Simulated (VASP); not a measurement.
# Ta (Im-3m) in VASP: single point with revPBE

Aim: the single point of Ta with revPBE.

Program: VASP 6.6.1. These are calculated values, not measurements. Logs are shortened: lines on timing, memory, paths and dates and some standing lists are left out, and cuts for length are marked.

### Step 1. The cell of the first run

It takes space group Im-3m (No. 229, cubic). The conventional cell has a = 3.335 Å, b = 3.335 Å, c = 3.335 Å, α = 90.00°, β = 90.00°, γ = 90.00°. Within 3.8 Å of Ta (site symmetry m-3m) lie 14 Ta at 2.89 to 3.34 Å.

### Step 2. Single point, revPBE

INCAR

```
PREC     = Accurate       # precision mode
ENCUT    = 500            # plane-wave cutoff, eV
EDIFF    = 1E-6           # SCF threshold, eV
ISMEAR   = -1             # smearing method
SIGMA    = 0.1            # smearing width, eV
LREAL    = F              # projectors in reciprocal space
LASPH    = T              # aspherical terms in the spheres
NELM     = 120            # most SCF steps
ALGO     = Normal         # electronic algorithm
ISIF     = 2              # what is computed and relaxed
LWAVE    = F              # write WAVECAR
LCHARG   = F              # write CHGCAR
GGA      = RE             # functional
NBANDS   = 12             # bands
GGA_COMPAT= F
```

KPOINTS

```
regular mesh
0
Gamma
  7 7 7
```

POSCAR

```
Ta
1.0
   -1.6676110185      1.6676110185      1.6676110185
    1.6676110185     -1.6676110185      1.6676110185
    1.6676110185      1.6676110185     -1.6676110185
Ta
1
Direct
    0.0000000000      0.0000000000      0.0000000000
```

Potentials or basis: VASP PAW PBE potentials, release 64 (Ta_pv).

Launch:

```
$ cat potpaw_PBE.64/Ta_pv/POTCAR > POTCAR
$ mpirun -np 1 vasp_std > vasp.out
```

OUTCAR:

```text
PREC = Accurate
   ENCUT = 500
   EDIFF = 1E-6
   ISMEAR = -1
   LREAL = F
   LASPH = T
   NELM = 120
   ISIF = 2
   GGA = RE

 ion  position               nearest neighbor table
   1  0.000  0.000  0.000-

  LATTYP: Found a body centered cubic cell.
 ALAT       =     3.3352220370

  Lattice vectors:

 A1 = (  -1.6676110185,   1.6676110185,   1.6676110185)
 A2 = (   1.6676110185,  -1.6676110185,   1.6676110185)
 A3 = (   1.6676110185,   1.6676110185,  -1.6676110185)

Analysis of symmetry for initial positions (statically):
=====================================================================
 Subroutine PRICEL returns:
 Original cell was already a primitive cell.

 Routine SETGRP: Setting up the symmetry group for a
 body centered cubic supercell.

 Subroutine GETGRP returns: Found 48 space group operations
 (whereof 48 operations were pure point group operations)
 out of a pool of 48 trial point group operations.

The static configuration has the point symmetry O_h .

Analysis of symmetry for dynamics (positions and initial velocities):
=====================================================================
 Subroutine PRICEL returns:
 Original cell was already a primitive cell.

 Routine SETGRP: Setting up the symmetry group for a
 body centered cubic supercell.

 Subroutine GETGRP returns: Found 48 space group operations
 (whereof 48 operations were pure point group operations)
 out of a pool of 48 trial point group operations.

The dynamic configuration has the point symmetry O_h .

 Subroutine INISYM returns: Found 48 space group operations
 (whereof 48 operations are pure point group operations),
 and found     1 'primitive' translations

----------------------------------------------------------------------------------------

                                     Primitive cell

  volume of cell :      18.5500

  direct lattice vectors                    reciprocal lattice vectors
    -1.667611018  1.667611018  1.667611018     0.000000000  0.299830113  0.299830113
     1.667611018 -1.667611018  1.667611018     0.299830113  0.000000000  0.299830113
     1.667611018  1.667611018 -1.667611018     0.299830113  0.299830113  0.000000000

  length of vectors
     2.888387011  2.888387011  2.888387011     0.424023812  0.424023812  0.424023812

  position of ions in fractional coordinates (direct lattice)
     0.000000000  0.000000000  0.000000000

  ion indices of the primitive-cell ions
   primitive index   ion index
                 1           1

----------------------------------------------------------------------------------------

 KPOINTS: regular mesh

Automatic generation of k-mesh.
 Grid dimensions read from file:
 generate k-points for:    7    7    7

 Generating k-lattice:

  Cartesian coordinates                     Fractional coordinates (reciprocal lattice)
     0.000000000  0.042832873  0.042832873     0.142857143  0.000000000  0.000000000
     0.042832873  0.000000000  0.042832873     0.000000000  0.142857143  0.000000000
     0.042832873  0.042832873  0.000000000     0.000000000  0.000000000  0.142857143

  Length of vectors
     0.060574830  0.060574830  0.060574830

  Shift w.r.t. Gamma in fractional coordinates (k-lattice)
     0.000000000  0.000000000  0.000000000

 Subroutine IBZKPT returns following result:
 ===========================================

 Found     20 irreducible k-points:

 Following reciprocal coordinates:
            Coordinates               Weight
  0.000000  0.000000  0.000000      1.000000
  0.142857  0.000000  0.000000     12.000000
  0.285714  0.000000  0.000000     12.000000
  0.428571  0.000000  0.000000     12.000000
  0.142857  0.142857  0.000000     24.000000
  0.285714  0.142857 -0.000000     48.000000
[... 12 lines left out ...]
 -0.428571 -0.428571  0.285714      8.000000
 -0.428571  0.428571  0.428571      6.000000
   k-points           NKPTS =     20   k-points in BZ     NKDIM =     20   number of bands    NBANDS=     12
   number of dos      NEDOS =    301   number of ions     NIONS =      1
   total plane-waves  NPLWV =  13824
   dimension x,y,z NGX =    24 NGY =   24 NGZ =   24
   dimension x,y,z NGXF=    48 NGYF=   48 NGZF=   48
   ions per type =               1
   NGX,Y,Z   is equivalent  to a cutoff of  13.81, 13.81, 13.81 a.u.
   NGXF,Y,Z  is equivalent  to a cutoff of  27.63, 27.63, 27.63 a.u.
 SYSTEM =  unknown system
   PREC   = accura    normal or accurate (medium, high low for compatibility)
   ISTART =      0    job   : 0-new  1-cont  2-samecut
   ICHARG =      2    charge: 1-file 2-atom 10-const
   ISPIN  =      1    spin polarized calculation?
   LNONCOLLINEAR =      F non collinear calculations
   LSORBIT =      F    spin-orbit coupling
   LASPH  =      T    aspherical Exc in radial PAW
   ENCUT  =  500.0 eV  36.75 Ry    6.06 a.u.   5.27  5.27  5.27*2*pi/ulx,y,z
   NELM   =    120;   NELMIN=  2; NELMDL= -5     # of ELM steps
   EDIFF  = 0.1E-05   stopping-criterion for ELM
   LREAL  =      F    real-space projection
   EDIFFG = 0.1E-04   stopping-criterion for IOM
   NSW    =      0    number of steps for IOM
   IBRION =     -1    ionic relax: 0-MD 1-quasi-New 2-CG
   NFREE  =      0    steps in history (QN), initial steepest desc. (CG)
   ISIF   =      2    stress and relaxation
   ISYM   =      2    0-nonsym 1-usesym 2-fastsym
   POTIM  = 0.5000    time-step for ionic-motion
   TEBEG  =    0.0;   TEEND  =   0.0 temperature during run
   PSTRESS=    0.0 pullay stress
   NELECT =      11.0000    total number of electrons
   NUPDOWN=      -1.0000    fix difference up-down
   EMIN   =  10.00;   EMAX   =-10.00  energy-range for DOS
   EFERMI =   0.00;   METHOD = LEGACY
   ISMEAR =    -1;   SIGMA  =   0.10  broadening in eV -4-tet -1-fermi 0-gaus
   EFERMI_NEDOS =   21; number of points for ismear=-14 and -15
   IALGO  =     38    algorithm
   IMIX   =      4    mixing-type and parameters
     AMIX     =   0.40;   BMIX     =  1.00
     AMIX_MAG =   1.60;   BMIX_MAG =  1.00
  volume/ion in A,a.u.               =      18.55       125.18
  Fermi-wavevector in a.u.,A,eV,Ry     =   1.375385  2.599101 25.737925  1.891684
  Thomas-Fermi vector in A             =   2.500726
   LORBIT       =      0    0 simple, 1 ext, 2 COOP (PROOUT), +10 PAW based schemes
   GGA     = RE    functional components
   LHFCALC =     F    Hartree Fock is set to
   AEXX    =    0.0000 exact exchange contribution
   IVDW    =     0    specifies the selected vdW correction
   LEPSILON=     F    determine dielectric tensor
   LRPA    =     F    only Hartree local field effects (RPA)
 non-spin polarized calculation
  energy-cutoff  :      500.00
  volume of cell :       18.55
 maximum number of plane-waves:       478
 NGX is ok and might be reduce to    24
   NGX = 11   NGY = 11   NGZ = 11

 number of electron      10.9999999 magnetization

 Free energy of the ion-electron system (eV)
  ---------------------------------------------------
  ext. energy  EPLUGINS =         0.00000000
  ---------------------------------------------------
  free energy    TOTEN  =       -11.45713282 eV

  energy without entropy =      -11.42139853  energy(sigma->0) =      -11.43926567

 E-fermi :   5.2238     XC(G=0): -12.4319

 val. band max:        5.1603581107   @ k =   0.2857   0.0000   0.0000
 cond. band min:       5.3655415988   @ k =  -0.2857   0.2857   0.1429
 fundamental gap:      0.2051834881
 Fermi energy:         5.2238495587

 k-point     1 :       0.0000    0.0000    0.0000
  band No.  band energies     occupation
      1     -27.9138      2.00000
      2     -27.9138      2.00000
      3     -27.9138      2.00000
      4      -2.4863      2.00000
      5       6.0524      0.00050
      6       6.0524      0.00050
      7       6.0524      0.00050
      8       9.2259      0.00000
      9       9.2259      0.00000
     10      20.1621      0.00000
     11      20.1621      0.00000
     12      20.1621      0.00000

 k-point     2 :       0.1429    0.0000    0.0000
  band No.  band energies     occupation
      1     -28.1268      2.00000
      2     -27.9804      2.00000
      3     -27.9148      2.00000
      4      -1.6460      2.00000
      5       5.5403      0.08103
      6       5.8072      0.00584
      7       6.8992      0.00000
      8       8.6410      0.00000
      9       9.2487      0.00000
     10      19.9269      0.00000
     11      20.7513      0.00000
     12      21.6457      0.00000

 k-point     3 :       0.2857    0.0000    0.0000
  band No.  band energies     occupation
      1     -28.5812      2.00000
      2     -28.1272      2.00000
      3     -27.9172      2.00000
      4       0.2020      2.00000
      5       4.5841      1.99667
      6       5.1604      1.30721
      7       8.7873      0.00000
      8       9.2495      0.00000
      9       9.5001      0.00000
     10      19.6612      0.00000
     11      19.9199      0.00000
     12      20.6991      0.00000
[... 226 lines left out ...]
 k-point    19 :      -0.4286   -0.4286    0.2857
  band No.  band energies     occupation
      1     -28.6765      2.00000
      2     -28.6765      2.00000
      3     -28.4126      2.00000
      4       2.4839      2.00000
      5       2.4839      2.00000
      6       6.8868      0.00000
      7      10.3877      0.00000
      8      10.3877      0.00000
      9      15.0464      0.00000
     10      15.7048      0.00000
     11      15.7048      0.00000
     12      19.9268      0.00000

 k-point    20 :      -0.4286    0.4286    0.4286
  band No.  band energies     occupation
      1     -28.6557      2.00000
      2     -28.6181      2.00000
      3     -28.6181      2.00000
      4       1.9240      2.00000
      5       1.9968      2.00000
      6      10.1709      0.00000
      7      10.1709      0.00000
      8      11.4701      0.00000
      9      12.4002      0.00000
     10      15.9128      0.00000
     11      15.9128      0.00000
     12      19.9179      0.00000

------------------------ aborting loop because EDIFF is reached ----------------------------------------

  FORCE on cell =-STRESS in cart. coord.  units (eV):
  Direction    XX          YY          ZZ          XY          YZ          ZX
  --------------------------------------------------------------------------------------
  -------------------------------------------------------------------------------------
  Total       -0.0070190     -0.0070190     -0.0070190      0.0000000      0.0000000     -0.0000000
  in kB       -0.6062366     -0.6062366     -0.6062366      0.0000000      0.0000000     -0.0000000
  external PRESSURE =      -0.6062366 kB  Pullay stress =       0.0000000 kB

 VOLUME and BASIS-vectors are now :
 -----------------------------------------------------------------------------
  energy-cutoff  :      500.00
  volume of cell :       18.55
      direct lattice vectors                 reciprocal lattice vectors
    -1.667611018  1.667611018  1.667611018     0.000000000  0.299830113  0.299830113
     1.667611018 -1.667611018  1.667611018     0.299830113  0.000000000  0.299830113
     1.667611018  1.667611018 -1.667611018     0.299830113  0.299830113  0.000000000

 POSITION                                       TOTAL-FORCE (eV/Angst)
 -----------------------------------------------------------------------------------
      0.00000      0.00000      0.00000         0.000000      0.000000      0.000000
 -----------------------------------------------------------------------------------
    total drift:                                0.000000      0.000000      0.000000

  FREE ENERGIE OF THE ION-ELECTRON SYSTEM (eV)
  ---------------------------------------------------
  free  energy   TOTEN  =       -11.4571328155 eV

  energy  without entropy=      -11.4213985274  energy(sigma->0) =      -11.43926567
```

Run time: 4.9 s. Hardware: 1 thread of Intel Xeon 6975P-C, shared host; peak memory 0.13 GiB.

Results:

- Free energy: -11.4571 eV
- Pressure: -0.1 GPa

Caveat: the k points lie up to 0.38 Å⁻¹ apart; the PAW data sets were made with another functional, which shifts forces and pressure a little; spin-orbit coupling is left out, which moves the levels of the heavy elements.
